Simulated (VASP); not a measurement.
S:

```
S
1.0
     2.97000    0.00000    0.00000
    -1.48500    2.57210    0.00000
     0.00000    0.00000    4.85001
S
2
Direct
  0.33333 0.66667 0.25000
  0.66667 0.33333 0.75000
```

| Property | Result |
| --- | --- |
| Program | VASP 6.6.1 |
| Task | relaxation of cell and atoms |
| Functional | PBEsol |
| Potentials or basis | VASP PAW PBE potentials, release 64 (S) |
| Cutoff | 600 eV |
| k mesh | 16 × 16 × 9 |
| Occupations | fermi-dirac, width 0.02 eV |
| Spin | no spin polarisation |

At the start: pressure -12.9 GPa; volume 18.52 Å³/atom.

Question: Where does the relaxation end?

Answer: Over 22 steps the energy falls by 576.0 meV/atom and the volume is 16.03 Å³/atom (-13.4 %); space group P6_3/mmc (No. 194, to 0.05 Å).

The path:
| step | energy change (eV) | largest force (eV/Å) | pressure (GPa) | volume (Å³) |
| --- | --- | --- | --- | --- |
| 1 | 0.0000 | 0.0000 | -12.86 | 37.05 |
| 2 | -0.3964 | 0.0000 | 0.80 | 29.63 |
| 3 | -0.3968 | 0.0000 | 1.32 | 29.47 |
| 4 | -0.5325 | 0.0000 | 3.03 | 29.01 |
| 5 | -0.8701 | 0.0000 | 16.35 | 27.12 |
| 6 | -0.9052 | 0.0000 | 16.09 | 27.32 |
| 7 | -0.9757 | 0.0000 | 15.44 | 27.87 |
| 8 | -0.9339 | 0.0000 | 14.77 | 28.81 |
| 9 | -0.9764 | 0.0000 | 14.90 | 28.45 |
| 10 | -0.9880 | 0.0000 | 15.15 | 28.17 |
| 11 | -1.0406 | 0.0000 | 12.02 | 28.78 |
| 12 | -1.1351 | 0.0000 | 4.16 | 30.67 |
| 13 | -1.0882 | 0.0000 | -6.64 | 34.68 |
| 14 | -1.1511 | 0.0000 | -0.26 | 32.04 |
| 15 | -1.1512 | 0.0000 | 0.05 | 31.94 |
| 16 | -1.1512 | 0.0000 | 0.28 | 31.86 |
| 17 | -1.1514 | 0.0000 | 0.28 | 31.87 |
| 18 | -1.1518 | 0.0000 | 0.29 | 31.91 |
| 19 | -1.1518 | 0.0000 | 0.31 | 32.00 |
| 20 | -1.1519 | 0.0000 | 0.30 | 31.96 |
| 21 | -1.1520 | 0.0000 | 0.09 | 32.04 |
| 22 | -1.1520 | 0.0000 | 0.00 | 32.07 |

Final structure:
```
S
1.0
     3.25787    0.00000    0.00000
    -1.62894    2.82140    0.00000
     0.00000    0.00000    3.48865
S
2
Cartesian
  0.0000 1.8809 0.8722
  1.6289 0.9405 2.6165
```

Caveat: the PAW data sets were made with another functional, which shifts forces and pressure a little.
